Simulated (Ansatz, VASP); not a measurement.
Two plane-wave programs on BaHfO3

The input POSCAR:

```
BaHfO3
1.0
    4.1581192572      0.0000000000      0.0000000000
    0.0000000000      4.1581192572      0.0000000000
    0.0000000000      0.0000000000      4.1581192572
Ba O Hf
1 3 1
Direct
    0.0000000000      0.0000000000      0.0000000000
    0.5000000000      0.5000000000      0.0000000000
    0.0000000000      0.5000000000      0.5000000000
    0.5000000000      0.0000000000      0.5000000000
    0.5000000000      0.5000000000      0.5000000000
```

Contents of INCAR.step1:

```
SYSTEM = BaHfO3
PREC = Accurate
ENCUT = 660
ISMEAR = 0
SIGMA = 0.02
LREAL = .FALSE.
LASPH = .TRUE.
NELM = 120
NBANDS = 27
GGA = PE
ALGO = Normal
EDIFF = 1E-5
LWAVE = .TRUE.
LCHARG = .FALSE.
GGA_COMPAT = .FALSE.
```

Contents of INCAR.step2:

```
SYSTEM = BaHfO3
PREC = Accurate
ENCUT = 660
EDIFF = 1E-6
ISMEAR = 0
SIGMA = 0.02
LREAL = .FALSE.
LASPH = .TRUE.
NELM = 120
ALGO = Normal
ISIF = 2
LWAVE = .FALSE.
LCHARG = .FALSE.
METAGGA = R2SCAN
LMIXTAU = .TRUE.
NBANDS = 27
ISTART = 1
GGA_COMPAT = .FALSE.
```

Contents of KPOINTS:

```
regular mesh
0
G
  6 6 6
  0 0 0
```

Input for Ansatz:

```yaml
crystal:
  lattice:
    - [4.1581192572, 0.0, 0.0]
    - [0.0, 4.1581192572, 0.0]
    - [0.0, 0.0, 4.1581192572]
  atoms:
    - { symbol: Ba, position: [0.0, 0.0, 0.0] }
    - { symbol: O, position: [0.5, 0.5, 0.0] }
    - { symbol: Hf, position: [0.5, 0.5, 0.5] }
    - { symbol: O, position: [0.0, 0.5, 0.5] }
    - { symbol: O, position: [0.5, 0.0, 0.5] }
basis:
  ecutwfc: 500
kpoints:
  mp_grid: { grid: [6, 6, 6] }
  band_path:
    path:
      - [[0.0, 0.0, 0.0], [0.0, 0.5, 0.0], [0.5, 0.5, 0.0], [0.0, 0.0, 0.0], [0.5, 0.5, 0.5], [0.0, 0.5, 0.0]]
      - [[0.5, 0.5, 0.5], [0.5, 0.5, 0.0]]
    npoints: 10
hamiltonian:
  xc: r2scan
  pseudopotentials: { kind: paw, azcp: { folder: soft_1 } }
scf:
  occupations: { method: gaussian, width: 0.02 }
  n_extra_bands: 8
output:
  forces: true
  stress: true
  eigenvalues: true
```

Alike in both runs: task single point; functional r2SCAN; k mesh 6 × 6 × 6; occupations gaussian, width 0.02 eV; no spin polarisation.

|  | VASP | Ansatz |
| --- | --- | --- |
| version | VASP 6.6.1 | Ansatz 0.2.0 |
| potentials or method | VASP PAW PBE potentials, release 64 (Ba_sv, O, Hf_pv), cutoff 660 eV | scalar-relativistic, plane waves, PAW |
| valence electrons in the cell | 38 | 54 |

Ansatz gave:

```
gap on the k mesh at the Fermi level (eV) : 4.23
least direct gap on the mesh (eV)         : 4.33
pressure (GPa)                            : 2.4
```

Question: What did VASP give for the same quantities?

Answer: gap on the k mesh at the Fermi level (eV): 4.14; least direct gap on the mesh (eV): 4.37; pressure (GPa): 1.5.

VASP's potentials were made for PBE, not for r2SCAN. The functional is the same, so the differences come from potentials, cutoffs and numerics. VASP's potentials hold 38 valence electrons a cell and Ansatz's 54, so a difference there can come from the potentials and not from the codes.

Spin-orbit coupling is off throughout.
